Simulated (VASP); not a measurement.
# Bi2Se3 (Paraguanajuatite) (R-3m) in VASP: notebook, part 2 of 2

VASP 6.6.1. The steps go on from the part before.

## 4. Single point, PBE

This run uses another cell than the first one, of 27.81 Å³/atom, 0.980 times its volume.

Input file INCAR:

```
SYSTEM = Bi2Se3
ALGO = Normal
EDIFF = 1E-6
ENCUT = 520
GGA = PE
ISIF = 2
ISMEAR = -1
LASPH = .TRUE.
LCHARG = .TRUE.
LELF = .TRUE.
LREAL = .FALSE.
LVHAR = .TRUE.
LWAVE = .FALSE.
NBANDS = 32
NELM = 80
PREC = Accurate
SIGMA = 0.05
```

Input file KPOINTS:

```
k-points
0
G
  8 8 8
  0 0 0
```

Input file POSCAR:

```
Bi2Se3
1.0
    2.0575968965      1.1879541221      9.4812687632
   -2.0575968965      1.1879541221      9.4812687632
    0.0000000000     -2.3759082442      9.4812687632
Bi Se
2 3
Direct
    0.5992000000      0.5992000000      0.5992000000
    0.4008000000      0.4008000000      0.4008000000
    0.7883000000      0.7883000000      0.7883000000
    0.2117000000      0.2117000000      0.2117000000
    0.0000000000      0.0000000000      0.0000000000
```

Potentials or basis: VASP PAW PBE potentials, release 64 (Bi_d, Se).

Command:

```bash
> cat potpaw_PBE.64/Bi_d/POTCAR potpaw_PBE.64/Se/POTCAR > POTCAR
> mpirun -np 1 vasp_std > vasp.out
```

OUTCAR:

```text
SYSTEM = Bi2Se3
   EDIFF = 1E-6
   ENCUT = 520
   GGA = PE
   ISIF = 2
   ISMEAR = -1
   LASPH = .TRUE.
   LREAL = .FALSE.
   NELM = 80
   PREC = Accurate

 ion  position               nearest neighbor table
   1  0.599  0.599  0.599-   4 2.83   4 2.83   4 2.83   5 3.05   5 3.05   5 3.05
   2  0.401  0.401  0.401-   3 2.83   3 2.83   3 2.83   5 3.05   5 3.05   5 3.05
   3  0.788  0.788  0.788-   2 2.83   2 2.83   2 2.83
   4  0.212  0.212  0.212-   1 2.83   1 2.83   1 2.83
   5  0.000  0.000  0.000-   1 3.05   1 3.05   2 3.05   2 3.05   1 3.05   2 3.05

  LATTYP: Found a trigonal (rhomboedric) cell.
 ALAT       =     9.7744256785
 COS(alpha) =     0.9113725833

  Lattice vectors:

 A1 = (   2.0575968965,   1.1879541221,   9.4812687632)
 A2 = (  -2.0575968965,   1.1879541221,   9.4812687632)
 A3 = (   0.0000000000,  -2.3759082442,   9.4812687632)

Analysis of symmetry for initial positions (statically):
=====================================================================
 Subroutine PRICEL returns:
 Original cell was already a primitive cell.

 Routine SETGRP: Setting up the symmetry group for a
 trigonal (rhombohedral) supercell.

 Subroutine GETGRP returns: Found 12 space group operations
 (whereof 12 operations were pure point group operations)
 out of a pool of 12 trial point group operations.

The static configuration has the point symmetry D_3d.

Analysis of symmetry for dynamics (positions and initial velocities):
=====================================================================
 Subroutine PRICEL returns:
 Original cell was already a primitive cell.

 Routine SETGRP: Setting up the symmetry group for a
 trigonal (rhombohedral) supercell.

 Subroutine GETGRP returns: Found 12 space group operations
 (whereof 12 operations were pure point group operations)
 out of a pool of 12 trial point group operations.

[... 118 lines left out ...]
   NUPDOWN=      -1.0000    fix difference up-down
   EMIN   =  10.00;   EMAX   =-10.00  energy-range for DOS
   EFERMI =   0.00;   METHOD = LEGACY
   ISMEAR =    -1;   SIGMA  =   0.05  broadening in eV -4-tet -1-fermi 0-gaus
   EFERMI_NEDOS =   21; number of points for ismear=-14 and -15
   IALGO  =     38    algorithm
   IMIX   =      4    mixing-type and parameters
     AMIX     =   0.40;   BMIX     =  1.00
     AMIX_MAG =   1.60;   BMIX_MAG =  1.00
  volume/ion in A,a.u.               =      27.81       187.67
  Fermi-wavevector in a.u.,A,eV,Ry     =   1.148407  2.170175 17.943905  1.318840
  Thomas-Fermi vector in A             =   2.285083
   LORBIT       =      0    0 simple, 1 ext, 2 COOP (PROOUT), +10 PAW based schemes
   GGA     = PE    functional components
   LHFCALC =     F    Hartree Fock is set to
   AEXX    =    0.0000 exact exchange contribution
   IVDW    =     0    specifies the selected vdW correction
   LEPSILON=     F    determine dielectric tensor
   LRPA    =     F    only Hartree local field effects (RPA)
 non-spin polarized calculation
  energy-cutoff  :      520.00
  volume of cell :      139.05
 maximum number of plane-waves:      3780
 NGX is ok and might be reduce to    80
   NGX = 37   NGY = 37   NGZ = 37

 number of electron      47.9999998 magnetization

 Free energy of the ion-electron system (eV)
  ---------------------------------------------------
  ext. energy  EPLUGINS =         0.00000000
  ---------------------------------------------------
  free energy    TOTEN  =       -20.09643838 eV

  energy without entropy =      -20.09620744  energy(sigma->0) =      -20.09632291

 E-fermi :   5.3252     XC(G=0):  -9.5893

 val. band max:        5.2252551300   @ k =   0.0000   0.0000   0.0000
 cond. band min:       5.4220947866   @ k =   0.0000   0.0000   0.0000
 fundamental gap:      0.1968396566
 Fermi energy:         5.3251908259

 k-point     1 :       0.0000    0.0000    0.0000
  band No.  band energies     occupation
      1     -17.9408      2.00000
      2     -17.9408      2.00000
      3     -17.9388      2.00000
      4     -17.9388      2.00000
      5     -17.9312      2.00000
      6     -17.9284      2.00000
[... 829 lines left out ...]
     31       9.8214      0.00000
     32      11.4988      0.00000

 [... further k-points ...]
[... 5 lines left out ...]
  --------------------------------------------------------------------------------------
  -------------------------------------------------------------------------------------
  Total        3.4797037      3.4797037      3.4736338      0.0000000      0.0000000      0.0000000
  in kB       40.0936112     40.0936112     40.0236734      0.0000000      0.0000000      0.0000000
  external PRESSURE =      40.0702986 kB  Pullay stress =       0.0000000 kB

 VOLUME and BASIS-vectors are now :
 -----------------------------------------------------------------------------
  energy-cutoff  :      520.00
  volume of cell :      139.05
      direct lattice vectors                 reciprocal lattice vectors
     2.057596897  1.187954122  9.481268763     0.243001922  0.140297225  0.035157039
    -2.057596897  1.187954122  9.481268763    -0.243001922  0.140297225  0.035157039
     0.000000000 -2.375908244  9.481268763     0.000000000 -0.280594450  0.035157039

 POSITION                                       TOTAL-FORCE (eV/Angst)
 -----------------------------------------------------------------------------------
      0.00000      0.00000     17.04353         0.000000      0.000000      0.232052
      0.00000      0.00000     11.40028         0.000000      0.000000     -0.232052
      0.00000      0.00000     22.42225         0.000000      0.000000      0.335165
      0.00000      0.00000      6.02155         0.000000      0.000000     -0.335165
      0.00000      0.00000      0.00000         0.000000      0.000000      0.000000
 -----------------------------------------------------------------------------------
    total drift:                                0.000000      0.000000     -0.000000

  FREE ENERGIE OF THE ION-ELECTRON SYSTEM (eV)
  ---------------------------------------------------
  free  energy   TOTEN  =       -20.0964383809 eV

  energy  without entropy=      -20.0962074423  energy(sigma->0) =      -20.09632291
```

OSZICAR:

```text
N       E                     dE             d eps       ncg     rms          rms(c)
DAV:   1     0.469841860431E+03    0.46984E+03   -0.22969E+04  4160   0.157E+03
DAV:   2     0.341273045595E+02   -0.43571E+03   -0.41667E+03  4304   0.415E+02
DAV:   3    -0.185786952687E+02   -0.52706E+02   -0.50228E+02  5472   0.150E+02
DAV:   4    -0.207779384903E+02   -0.21992E+01   -0.21882E+01  4648   0.321E+01
DAV:   5    -0.208584407866E+02   -0.80502E-01   -0.80492E-01  5896   0.639E+00    0.528E+00
DAV:   6    -0.200843462314E+02    0.77409E+00   -0.10302E+00  5752   0.724E+00    0.330E+00
DAV:   7    -0.200883277980E+02   -0.39816E-02   -0.36225E-01  4664   0.252E+00    0.172E+00
DAV:   8    -0.200954272778E+02   -0.70995E-02   -0.45023E-02  4912   0.114E+00    0.578E-01
DAV:   9    -0.200961894859E+02   -0.76221E-03   -0.18813E-03  5480   0.432E-01    0.129E-01
DAV:  10    -0.200963560381E+02   -0.16655E-03   -0.10853E-03  4784   0.168E-01    0.520E-02
DAV:  11    -0.200964074187E+02   -0.51381E-04   -0.12252E-04  4824   0.721E-02    0.298E-02
DAV:  12    -0.200964368118E+02   -0.29393E-04   -0.48407E-05  4480   0.330E-02    0.628E-03
DAV:  13    -0.200964383205E+02   -0.15087E-05   -0.30230E-06  4576   0.150E-02    0.378E-03
DAV:  14    -0.200964383809E+02   -0.60338E-07   -0.65764E-07  2968   0.539E-03
   1 F= -.20096438E+02 E0= -.20096323E+02  d E =-.230939E-03
```

stdout:

```text
POSCAR found type information on POSCAR BiSe
 POSCAR found :  2 types and       5 ions
 scaLAPACK will be used
 LDA part: xc-table for (Slater+PW92), standard interpolation
 POSCAR, INCAR and KPOINTS ok, starting setup
 FFT: planning ... GRIDC
 FFT: planning ... GRID_SOFT
 FFT: planning ... GRID
 WAVECAR not read
 entering main loop
```

It took 17 min on 1 thread of Intel Xeon 6975P-C (Granite Rapids), shared host; peak memory 1 GiB.

Results:

```
Free energy            : -20.0964 eV
Pressure               : 4.0 GPa
Largest force          : 0.335 eV/Å
Band gap on the k mesh : 0.20 eV, direct
```

Forces in eV/Å, atoms in the order of the input:
```
Bi   0.000  0.000  0.232
Bi   0.000  0.000 -0.232
Se   0.000  0.000  0.335
Se   0.000  0.000 -0.335
Se   0.000  0.000  0.000
```

Caveat: spin-orbit coupling is left out, which moves the levels of the heavy elements.

## 5. Overview

| task | level | cell | cutoff (eV) | gap on the mesh (eV) | pressure (GPa) | relaxed volume (Å³/atom) | largest force (eV/Å) |
| --- | --- | --- | --- | --- | --- | --- | --- |
| relaxation of cell and atoms | PBEsol+D3(BJ) | relaxed from a = 9.840 Å, angles 24.3°, 5 atoms | 600 | 0.03 | 0.0 | 26.61 | 0.01 |
| relaxation of cell and atoms | BLYP+D3(BJ) | relaxed from a = 9.840 Å, angles 24.3°, 5 atoms | 600 | 0.15 | 0.0 | 28.35 | - |
| single point | PBE | a = 9.774 Å, angles 24.3°, 5 atoms | 520 | 0.20 | 4.0 | - | 0.34 |

Alike in all rows: potentials or basis VASP PAW PBE potentials, release 64 (Bi_d, Se); no spin polarisation; k mesh 8 × 8 × 8; smearing fermi-dirac 0.05 eV.

Caveats: spin-orbit coupling is left out, which moves the levels of the heavy elements; the PAW data sets were made with another functional, which shifts forces and pressure a little (some runs).

Absolute energies hang on the potentials; compare differences alone.
